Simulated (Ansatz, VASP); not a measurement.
**One calculation of Au, two programs**

POSCAR

```
Au
1.0
   -1.5909782400      1.5909782400      1.6572690000
    1.5909782400     -1.5909782400      1.6572690000
    1.5909782400      1.5909782400     -1.6572690000
Au
1
Direct
    0.0000000000      0.0000000000      0.0000000000
```

Contents of INCAR.step1:

```
PREC     = Accurate       # precision mode
ENCUT    = 520            # plane-wave cutoff, eV
ISMEAR   = 0              # smearing method
SIGMA    = 0.15           # smearing width, eV
LREAL    = F              # projectors in reciprocal space
LASPH    = T              # aspherical terms in the spheres
NELM     = 60             # most SCF steps
NBANDS   = 12             # bands
GGA      = PE             # functional
ALGO     = Normal         # electronic algorithm
EDIFF    = 1E-4           # SCF threshold, eV
LWAVE    = T              # write WAVECAR
LCHARG   = F              # write CHGCAR
```

Contents of INCAR.step2:

```
PREC     = Accurate       # precision mode
ENCUT    = 520            # plane-wave cutoff, eV
EDIFF    = 1E-6           # SCF threshold, eV
ISMEAR   = 0              # smearing method
SIGMA    = 0.15           # smearing width, eV
LREAL    = F              # projectors in reciprocal space
LASPH    = T              # aspherical terms in the spheres
NELM     = 60             # most SCF steps
ALGO     = Normal         # electronic algorithm
ISIF     = 2              # what is computed and relaxed
LWAVE    = F              # write WAVECAR
LCHARG   = T              # write CHGCAR
METAGGA  = R2SCAN         # meta-GGA
LMIXTAU  = T            
LELF     = T              # ELF
LVHAR    = T            
NBANDS   = 12             # bands
ISTART   = 1
```

KPOINTS

```
Automatic mesh
0
Gamma
  24 24 24
```

Input for Ansatz:

```yaml
crystal:
  lattice:
    - [-1.59097824, 1.59097824, 1.657269]
    - [1.59097824, -1.59097824, 1.657269]
    - [1.59097824, 1.59097824, -1.657269]
  atoms:
    - { symbol: Au, position: [0.0, 0.0, 0.0] }
basis:
  ecutwfc: 500
kpoints:
  mp_grid: { grid: [24, 24, 24] }
hamiltonian:
  xc: r2scan
scf:
  occupations: { method: gaussian, width: 0.15 }
output:
  forces: true
  stress: true
  eigenvalues: true
```

Change from the starting cell: strain -0.040 along x and y, +0.000 along z, atoms carried along.

Alike in both runs: task single point; functional r2SCAN; k mesh 24 × 24 × 24; occupations gaussian, width 0.15 eV; no spin polarisation.

|  | VASP | Ansatz |
| --- | --- | --- |
| version | VASP 6.6.1 | Ansatz 0.2.0 |
| potentials or method | VASP PAW PBE potentials, release 64 (Au), cutoff 520 eV | scalar-relativistic, plane waves, PAW |
| valence electrons in the cell | 11 | 19 |

VASP gave:

* gap on the k mesh at the Fermi level (eV): none
* pressure (GPa): 8.7
* traceless stress, the component that is largest in VASP (GPa): 0.16

Task: Which values does Ansatz return?

Result: gap on the k mesh at the Fermi level (eV): none; pressure (GPa): 8.3; traceless stress, the component that is largest in VASP (GPa): 0.15.

VASP's potentials were made for PBE, not for r2SCAN. A gap of «none» marks a metal or a gap that the smearing closes. VASP's potentials hold 11 valence electrons a cell and Ansatz's 19, so a difference there can come from the potentials and not from the codes.

Neither program's run includes spin-orbit coupling.
